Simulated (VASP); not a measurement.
# LiCl (I4/mmm) in VASP: further runs

Runs on LiCl. Level: PBEsol. Tasks: single point.

Everything below comes from runs of VASP 6.6.1. Logs are shortened: lines on timing, memory, paths and dates and some standing lists are left out, and cuts for length are marked.

### Step 1. The cell of the first run

It takes space group I4/mmm (No. 139, tetragonal). Conventional cell: a = 3.627 Å, b = 3.627 Å, c = 5.386 Å, α = 90.00°, β = 90.00°, γ = 90.00°. Li (site symmetry 4/mmm) has 6 Cl at 2.56 to 2.69 Å within 3.4 Å. Cl (site symmetry 4/mmm) has 6 Li at 2.56 to 2.69 Å within 3.4 Å.

### Step 2. Single point, PBEsol (strain +0.000 along x and y, +0.050 along z)

INCAR reads:

```
PREC = Accurate ; ENCUT = 520
EDIFF = 1E-7 ; ISMEAR = 0
SIGMA = 0.05 ; LREAL = F
LASPH = T ; NELM = 100
ALGO = Normal ; ISIF = 2
LWAVE = F ; LCHARG = F
GGA = PS ; NBANDS = 12
```

KPOINTS reads:

```
regular mesh
0
Gamma
  8 8 8
```

POSCAR reads:

```
LiCl
1.0
    0.0000000000      2.5647600000      2.6929980000
    2.5647600000      0.0000000000      2.6929980000
    2.5647600000      2.5647600000      0.0000000000
Li Cl
1 1
Direct
    0.0000000000      0.0000000000      0.0000000000
    0.5000000000      0.5000000000      0.5000000000
```

Potentials or basis: VASP PAW PBE potentials, release 64 (Li_sv, Cl).

Command:

```bash
> cat potpaw_PBE.64/Li_sv/POTCAR potpaw_PBE.64/Cl/POTCAR > POTCAR
> mpirun -np 1 vasp_std > vasp.out
```

OUTCAR:

```text
PREC = Accurate
   ENCUT = 520
   EDIFF = 1E-7
   ISMEAR = 0
   LREAL = F
   LASPH = T
   NELM = 100
   ISIF = 2
   GGA = PS

 ion  position               nearest neighbor table
   1  0.000  0.000  0.000-   2 2.56   2 2.56   2 2.56   2 2.56
   2  0.500  0.500  0.500-   1 2.56   1 2.56   1 2.56   1 2.56

  LATTYP: Found a body centered tetragonal cell.
 ALAT       =     3.6271183762
 C/A-ratio  =     1.4849242405

  Lattice vectors:

 A1 = (  -2.5647600000,   0.0000000000,   2.6929980000)
 A2 = (   2.5647600000,   0.0000000000,   2.6929980000)
 A3 = (   0.0000000000,   2.5647600000,  -2.6929980000)

Analysis of symmetry for initial positions (statically):
=====================================================================
 Subroutine PRICEL returns:
 Original cell was already a primitive cell.

 Routine SETGRP: Setting up the symmetry group for a
 body centered tetragonal supercell.

 Subroutine GETGRP returns: Found 16 space group operations
 (whereof 16 operations were pure point group operations)
 out of a pool of 16 trial point group operations.

The static configuration has the point symmetry D_4h.

Analysis of symmetry for dynamics (positions and initial velocities):
=====================================================================
 Subroutine PRICEL returns:
 Original cell was already a primitive cell.

 Routine SETGRP: Setting up the symmetry group for a
 body centered tetragonal supercell.

 Subroutine GETGRP returns: Found 16 space group operations
 (whereof 16 operations were pure point group operations)
 out of a pool of 16 trial point group operations.

The dynamic configuration has the point symmetry D_4h.

 Subroutine INISYM returns: Found 16 space group operations
 (whereof 16 operations are pure point group operations),
 and found     1 'primitive' translations

----------------------------------------------------------------------------------------

                                     Primitive cell

  volume of cell :      35.4290

  direct lattice vectors                    reciprocal lattice vectors
     0.000000000  2.564760000  2.692998000    -0.194950015  0.194950015  0.185666681
     2.564760000  0.000000000  2.692998000     0.194950015 -0.194950015  0.185666681
     2.564760000  2.564760000  0.000000000     0.194950015  0.194950015 -0.185666681

  length of vectors
     3.718902000  3.718902000  3.627118376     0.332390031  0.332390031  0.332390031

[... 83 lines left out ...]
   NSW    =      0    number of steps for IOM
   IBRION =     -1    ionic relax: 0-MD 1-quasi-New 2-CG
   NFREE  =      0    steps in history (QN), initial steepest desc. (CG)
   ISIF   =      2    stress and relaxation
   ISYM   =      2    0-nonsym 1-usesym 2-fastsym
   POTIM  = 0.5000    time-step for ionic-motion
   TEBEG  =    0.0;   TEEND  =   0.0 temperature during run
   PSTRESS=    0.0 pullay stress
   NELECT =      10.0000    total number of electrons
   NUPDOWN=      -1.0000    fix difference up-down
   EMIN   =  10.00;   EMAX   =-10.00  energy-range for DOS
   EFERMI =   0.00;   METHOD = LEGACY
   ISMEAR =     0;   SIGMA  =   0.05  broadening in eV -4-tet -1-fermi 0-gaus
   EFERMI_NEDOS =   21; number of points for ismear=-14 and -15
   IALGO  =     38    algorithm
   IMIX   =      4    mixing-type and parameters
     AMIX     =   0.40;   BMIX     =  1.00
     AMIX_MAG =   1.60;   BMIX_MAG =  1.00
  volume/ion in A,a.u.               =      17.71       119.54
  Fermi-wavevector in a.u.,A,eV,Ry     =   1.073878  2.029335 15.690432  1.153214
  Thomas-Fermi vector in A             =   2.209690
   LORBIT       =      0    0 simple, 1 ext, 2 COOP (PROOUT), +10 PAW based schemes
   GGA     = PS    functional components
   LHFCALC =     F    Hartree Fock is set to
   AEXX    =    0.0000 exact exchange contribution
   IVDW    =     0    specifies the selected vdW correction
   LEPSILON=     F    determine dielectric tensor
   LRPA    =     F    only Hartree local field effects (RPA)
 non-spin polarized calculation
 Gauss-broadening in eV      SIGMA  =   0.05
  energy-cutoff  :      520.00
  volume of cell :       35.43
 maximum number of plane-waves:       974
   NGX = 13   NGY = 13   NGZ = 13

 number of electron      10.0000007 magnetization

 Free energy of the ion-electron system (eV)
  ---------------------------------------------------
  ext. energy  EPLUGINS =         0.00000000
  ---------------------------------------------------
  free energy    TOTEN  =        -7.61068875 eV

  energy without entropy =       -7.61068875  energy(sigma->0) =       -7.61068875

 E-fermi :   0.5694     XC(G=0):  -8.6961

 val. band max:        0.2457081321   @ k =   0.0000   0.0000   0.0000
 cond. band min:       6.0502850709   @ k =   0.0000   0.0000   0.0000
 fundamental gap:      5.8045769388
 Fermi energy:         0.5693959963

 k-point     1 :       0.0000    0.0000    0.0000
  band No.  band energies     occupation
      1     -42.7196      2.00000
      2     -13.0512      2.00000
      3       0.1359      2.00000
      4       0.1359      2.00000
      5       0.2457      2.00000
      6       6.0503      0.00000
      7      11.6835      0.00000
      8      12.0986      0.00000
      9      12.0986      0.00000
     10      13.7412      0.00000
     11      14.2463      0.00000
     12      14.6357      0.00000
[... 331 lines left out ...]
 k-point    24 :       0.3750   -0.0000    0.1250
  band No.  band energies     occupation
      1     -42.7176      2.00000
      2     -12.6213      2.00000
      3      -1.9349      2.00000
      4      -0.2539      2.00000
      5      -0.2260      2.00000
      6       7.5238      0.00000
      7       9.6774      0.00000
      8      10.4944      0.00000
      9      10.8879      0.00000
     10      13.9433      0.00000
     11      16.3246      0.00000
     12      16.9227      0.00000

 [... further k-points ...]
[... 5 lines left out ...]
  --------------------------------------------------------------------------------------
  -------------------------------------------------------------------------------------
  Total       -0.4700666     -0.4700666     -0.7006424      0.0000000     -0.0000000      0.0000000
  in kB      -21.2574155    -21.2574155    -31.6845459      0.0000000     -0.0000000      0.0000000
  external PRESSURE =     -24.7331256 kB  Pullay stress =       0.0000000 kB

 VOLUME and BASIS-vectors are now :
 -----------------------------------------------------------------------------
  energy-cutoff  :      520.00
  volume of cell :       35.43
      direct lattice vectors                 reciprocal lattice vectors
     0.000000000  2.564760000  2.692998000    -0.194950015  0.194950015  0.185666681
     2.564760000  0.000000000  2.692998000     0.194950015 -0.194950015  0.185666681
     2.564760000  2.564760000  0.000000000     0.194950015  0.194950015 -0.185666681

 POSITION                                       TOTAL-FORCE (eV/Angst)
 -----------------------------------------------------------------------------------
      0.00000      0.00000      0.00000         0.000000      0.000000      0.000000
      2.56476      2.56476      2.69300        -0.000000     -0.000000     -0.000000
 -----------------------------------------------------------------------------------
    total drift:                                0.000000      0.000000      0.000000

  FREE ENERGIE OF THE ION-ELECTRON SYSTEM (eV)
  ---------------------------------------------------
  free  energy   TOTEN  =        -7.6106887472 eV

  energy  without entropy=       -7.6106887472  energy(sigma->0) =       -7.61068875
```

Run time: 30 s. Hardware: 1 thread of Intel Xeon 8259CL, shared host; peak memory 0.16 GiB.

What came out:

- Free energy: -7.6107 eV
- Band gap on the k mesh: 5.80 eV, direct

Caveat: the cell differs from its parent crystal (strain +0.000 along x and y, +0.050 along z); the cutoff is under 1.25 times the usual one of these potentials, so pressure, stress and relaxed cells hold a basis-set (Pulay) error; the PAW data sets were made with another functional, which shifts forces and pressure a little. A k mesh can miss the band edges.

### Step 3. Single point, PBEsol (strain +0.000 along x and y, +0.025 along z)

INCAR reads:

```
ALGO = Normal
EDIFF = 1E-7
ENCUT = 520
GGA = PS
ISIF = 2
ISMEAR = 0
LASPH = T
LCHARG = F
LREAL = F
LWAVE = F
NBANDS = 12
NELM = 60
PREC = Accurate
SIGMA = 0.05
```

KPOINTS reads:

```
k-points
0
Gamma
  8 8 8
```

POSCAR reads:

```
LiCl
1.0
    0.0000000000      2.5647600000      2.6288790000
    2.5647600000      0.0000000000      2.6288790000
    2.5647600000      2.5647600000      0.0000000000
Li Cl
1 1
Direct
    0.0000000000      0.0000000000      0.0000000000
    0.5000000000      0.5000000000      0.5000000000
```

Potentials or basis: VASP PAW PBE potentials, release 64 (Li_sv, Cl).

Command:

```bash
> cat potpaw_PBE.64/Li_sv/POTCAR potpaw_PBE.64/Cl/POTCAR > POTCAR
> mpirun -np 1 vasp_std > vasp.out
```

Run time: 32 s. Hardware: 1 thread of Intel Xeon 8259CL, shared host; peak memory 0.16 GiB.

Results (log left out):

```yaml
Free_energy: -7.6250 eV
Band_gap_on_the_k_mesh: 5.96 eV, direct
```

Levels at points of the mesh, in eV from the valence-band top:
| k point | band 2 | band 3 | band 4 | band 5 | band 6 | band 7 | band 8 | band 9 |
| --- | --- | --- | --- | --- | --- | --- | --- | --- |
| (0.00, 0.00, 0.00) | -13.35 | -0.06 | -0.06 | 0.00 | 5.96 | 11.61 | 11.82 | 11.82 |
| (0.50, 0.00, 0.00) | -12.80 | -2.81 | -0.32 | -0.26 | 6.50 | 9.25 | 9.44 | 12.54 |
| (0.50, 0.50, 0.00) | -12.59 | -2.89 | -1.07 | -1.07 | 7.71 | 8.16 | 11.81 | 13.89 |
| (0.50, 0.00, 0.50) | -12.55 | -2.89 | -1.22 | -1.06 | 7.66 | 8.05 | 12.14 | 13.47 |

Caveat: the cell differs from its parent crystal (strain +0.000 along x and y, +0.025 along z); the cutoff is under 1.25 times the usual one of these potentials, so pressure, stress and relaxed cells hold a basis-set (Pulay) error; the PAW data sets were made with another functional, which shifts forces and pressure a little. A k mesh can miss the band edges.

### Step 4. Single point, PBEsol (strain +0.025 along x and y, +0.000 along z)

INCAR reads:

```
SYSTEM = LiCl
PREC = Accurate
ENCUT = 520
EDIFF = 1E-7
ISMEAR = 0
SIGMA = 0.05
LREAL = .False.
LASPH = .True.
NELM = 60
ALGO = Normal
ISIF = 2
LWAVE = .False.
LCHARG = .False.
GGA = PS
NBANDS = 12
```

KPOINTS reads:

```
Automatic mesh
0
Gamma
  8 8 8
  0 0 0
```

POSCAR reads:

```
LiCl
1.0
    0.0000000000      2.6288790000      2.5647600000
    2.6288790000      0.0000000000      2.5647600000
    2.6288790000      2.6288790000      0.0000000000
Li Cl
1 1
Direct
    0.0000000000      0.0000000000      0.0000000000
    0.5000000000      0.5000000000      0.5000000000
```

Command:

```bash
> cat potpaw_PBE.64/Li_sv/POTCAR potpaw_PBE.64/Cl/POTCAR > POTCAR
> mpirun -np 1 vasp_std > vasp.out
```

Wall time 31 s (1 thread of Intel Xeon 8259CL, shared host); peak memory 0.16 GiB.

The run converged. Its results:

| Property | Result |
| --- | --- |
| Free energy | -7.6131 eV |
| Band gap on the k mesh | 5.85 eV, direct |

Levels at points of the mesh, in eV from the valence-band top:
```csv
k point,band 2,band 3,band 4,band 5,band 6,band 7,band 8,band 9
"(0.00, 0.00, 0.00)",-13.25,-0.07,0.00,0.00,5.85,11.68,11.68,11.89
"(0.50, 0.00, 0.00)",-12.73,-2.70,-0.29,-0.24,6.49,9.25,9.45,12.31
"(0.50, 0.50, 0.00)",-12.49,-2.76,-1.10,-1.10,7.62,8.06,12.07,13.49
"(0.50, 0.00, 0.50)",-12.53,-2.76,-1.11,-0.95,7.66,8.18,11.73,13.43
```

Caveat: the cell differs from its parent crystal (strain +0.025 along x and y, +0.000 along z); the cutoff is under 1.25 times the usual one of these potentials, so pressure, stress and relaxed cells hold a basis-set (Pulay) error; the PAW data sets were made with another functional, which shifts forces and pressure a little.

### Step 5. Single point, PBEsol (strain +0.025 along x and y, +0.050 along z)

INCAR reads:

```
ALGO = Normal ; EDIFF = 1E-7
ENCUT = 520 ; GGA = PS
ISIF = 2 ; ISMEAR = 0
LASPH = T ; LCHARG = F
LREAL = F ; LWAVE = F
NBANDS = 12 ; NELM = 100
PREC = Accurate ; SIGMA = 0.05
```

KPOINTS reads:

```
k-points
0
Gamma
  8 8 8
```

POSCAR reads:

```
LiCl
1.0
    0.0000000000      2.6288790000      2.6929980000
    2.6288790000      0.0000000000      2.6929980000
    2.6288790000      2.6288790000      0.0000000000
Li Cl
1 1
Direct
    0.0000000000      0.0000000000      0.0000000000
    0.5000000000      0.5000000000      0.5000000000
```

Command:

```bash
> cat potpaw_PBE.64/Li_sv/POTCAR potpaw_PBE.64/Cl/POTCAR > POTCAR
> mpirun -np 1 vasp_std > vasp.out
```

It took 32 s on 1 thread of Intel Xeon 8259CL, shared host; peak memory 0.16 GiB.

The run converged. Its results:

| Quantity | Value |
| --- | --- |
| Free energy | -7.5798 eV |
| Band gap on the k mesh | 5.59 eV, direct |

Levels at points of the mesh, in eV from the valence-band top:
| k point | band 2 | band 3 | band 4 | band 5 | band 6 | band 7 | band 8 | band 9 |
| --- | --- | --- | --- | --- | --- | --- | --- | --- |
| (0.00, 0.00, 0.00) | -13.11 | -0.06 | -0.06 | 0.00 | 5.59 | 11.55 | 11.75 | 11.75 |
| (0.50, 0.00, 0.00) | -12.65 | -2.53 | -0.28 | -0.23 | 6.42 | 9.21 | 9.39 | 11.83 |
| (0.50, 0.50, 0.00) | -12.49 | -2.57 | -0.95 | -0.95 | 7.54 | 8.25 | 11.24 | 13.35 |
| (0.50, 0.00, 0.50) | -12.45 | -2.57 | -1.08 | -0.94 | 7.51 | 8.14 | 11.55 | 12.97 |

Caveat: the cell differs from its parent crystal (strain +0.025 along x and y, +0.050 along z); the cutoff is under 1.25 times the usual one of these potentials, so pressure, stress and relaxed cells hold a basis-set (Pulay) error; the PAW data sets were made with another functional, which shifts forces and pressure a little.

### Step 6. Single point, PBEsol (strain +0.050 along x and y, +0.025 along z)

INCAR reads:

```
SYSTEM = LiCl
ALGO = Normal
EDIFF = 1E-6
ENCUT = 520
GGA = PS
ISIF = 2
ISMEAR = 0
LASPH = .TRUE.
LCHARG = .FALSE.
LREAL = .FALSE.
LWAVE = .FALSE.
NBANDS = 12
NELM = 100
PREC = Accurate
SIGMA = 0.05
```

KPOINTS reads:

```
k-points
0
G
  8 8 8
  0 0 0
```

POSCAR reads:

```
LiCl
1.0
    0.0000000000      2.6929980000      2.6288790000
    2.6929980000      0.0000000000      2.6288790000
    2.6929980000      2.6929980000      0.0000000000
Li Cl
1 1
Direct
    0.0000000000      0.0000000000      0.0000000000
    0.5000000000      0.5000000000      0.5000000000
```

Potentials or basis: VASP PAW PBE potentials, release 64 (Li_sv, Cl).

Command:

```bash
> cat potpaw_PBE.64/Li_sv/POTCAR potpaw_PBE.64/Cl/POTCAR > POTCAR
> mpirun -np 1 vasp_std > vasp.out
```

OUTCAR:

```text
SYSTEM = LiCl
   EDIFF = 1E-6
   ENCUT = 520
   GGA = PS
   ISIF = 2
   ISMEAR = 0
   LASPH = .TRUE.
   LREAL = .FALSE.
   NELM = 100
   PREC = Accurate

 ion  position               nearest neighbor table
   1  0.000  0.000  0.000-   2 2.63   2 2.63
   2  0.500  0.500  0.500-   1 2.63   1 2.63

  LATTYP: Found a body centered tetragonal cell.
 ALAT       =     3.8084742950
 C/A-ratio  =     1.3805418109

  Lattice vectors:

 A1 = (   0.0000000000,  -2.6929980000,  -2.6288790000)
 A2 = (   0.0000000000,   2.6929980000,  -2.6288790000)
[... 539 lines left out ...]
      8       9.9697      0.00000
      9      10.1513      0.00000
     10      13.2296      0.00000
     11      15.4167      0.00000
     12      15.7833      0.00000

 [... further k-points ...]
[... 5 lines left out ...]
  --------------------------------------------------------------------------------------
  -------------------------------------------------------------------------------------
  Total       -0.9799290     -0.9799290     -0.9137637      0.0000000      0.0000000      0.0000000
  in kB      -41.1748966    -41.1748966    -38.3947477      0.0000000      0.0000000      0.0000000
  external PRESSURE =     -40.2481803 kB  Pullay stress =       0.0000000 kB

 VOLUME and BASIS-vectors are now :
 -----------------------------------------------------------------------------
  energy-cutoff  :      520.00
  volume of cell :       38.13
      direct lattice vectors                 reciprocal lattice vectors
     0.000000000  2.692998000  2.628879000    -0.185666681  0.185666681  0.190195136
     2.692998000  0.000000000  2.628879000     0.185666681 -0.185666681  0.190195136
     2.692998000  2.692998000  0.000000000     0.185666681  0.185666681 -0.190195136

 POSITION                                       TOTAL-FORCE (eV/Angst)
 -----------------------------------------------------------------------------------
      0.00000      0.00000      0.00000         0.000000      0.000000      0.000000
      2.69300      2.69300      2.62888        -0.000000     -0.000000      0.000000
 -----------------------------------------------------------------------------------
    total drift:                                0.000000      0.000000      0.000000

  FREE ENERGIE OF THE ION-ELECTRON SYSTEM (eV)
  ---------------------------------------------------
  free  energy   TOTEN  =        -7.5586178415 eV

  energy  without entropy=       -7.5586178415  energy(sigma->0) =       -7.55861784
```

OSZICAR:

```text
N       E                     dE             d eps       ncg     rms          rms(c)
DAV:   1     0.406855846651E+02    0.40686E+02   -0.39087E+03  1416   0.757E+02
DAV:   2    -0.496530630050E+01   -0.45651E+02   -0.43700E+02  1808   0.142E+02
DAV:   3    -0.755582292870E+01   -0.25905E+01   -0.25838E+01  1908   0.344E+01
DAV:   4    -0.762554223941E+01   -0.69719E-01   -0.69703E-01  2056   0.573E+00
DAV:   5    -0.762619257566E+01   -0.65034E-03   -0.65032E-03  1896   0.548E-01    0.218E+00
DAV:   6    -0.755612753688E+01    0.70065E-01   -0.15213E-01  1880   0.171E+00    0.146E+00
DAV:   7    -0.755576974078E+01    0.35780E-03   -0.40338E-02  2264   0.102E+00    0.758E-01
DAV:   8    -0.755858048815E+01   -0.28107E-02   -0.47805E-03  1676   0.491E-01    0.128E-01
DAV:   9    -0.755857190511E+01    0.85830E-05   -0.26084E-04  1968   0.110E-01    0.569E-02
DAV:  10    -0.755861696288E+01   -0.45058E-04   -0.10680E-04  1672   0.667E-02    0.489E-02
DAV:  11    -0.755861780570E+01   -0.84282E-06   -0.17883E-05  1856   0.252E-02    0.329E-03
DAV:  12    -0.755861784147E+01   -0.35773E-07   -0.33089E-07  1192   0.480E-03
   1 F= -.75586178E+01 E0= -.75586178E+01  d E =-.163918E-18
```

It took 28 s on 1 thread of Intel Xeon 8259CL, shared host; peak memory 0.16 GiB.

What came out:

```yaml
Free_energy: -7.5586 eV
Band_gap_on_the_k_mesh: 5.49 eV, direct
```

Caveat: the cell differs from its parent crystal (strain +0.050 along x and y, +0.025 along z); the cutoff is under 1.25 times the usual one of these potentials, so pressure, stress and relaxed cells hold a basis-set (Pulay) error; the PAW data sets were made with another functional, which shifts forces and pressure a little. A k mesh can miss the band edges.

### Step 7. Overview

```tsv
cell	gap on the mesh (eV)
a = 3.719, b = 3.719, c = 3.627 Å, angles 60.8, 60.8, 58.4°, 2 atoms	5.80
a = 3.673, b = 3.673, c = 3.627 Å, angles 60.4, 60.4, 59.2°, 2 atoms	5.96
a = 3.673, b = 3.673, c = 3.718 Å, angles 59.6, 59.6, 60.8°, 2 atoms	5.85
a = 3.763, b = 3.763, c = 3.718 Å, angles 60.4, 60.4, 59.2°, 2 atoms	5.59
a = 3.763, b = 3.763, c = 3.808 Å, angles 59.6, 59.6, 60.8°, 2 atoms	5.49
```

Alike in all rows: task single point; level PBEsol; potentials or basis VASP PAW PBE potentials, release 64 (Li_sv, Cl); no spin polarisation; k mesh 8 × 8 × 8; cutoff (eV) 520; smearing gaussian 0.05 eV.

Caveats: the cutoff is under 1.25 times the usual one of these potentials, so pressure, stress and relaxed cells hold a basis-set (Pulay) error; the PAW data sets were made with another functional, which shifts forces and pressure a little.

Total energies depend on the potentials used, so only differences within one code and one set of settings carry meaning.
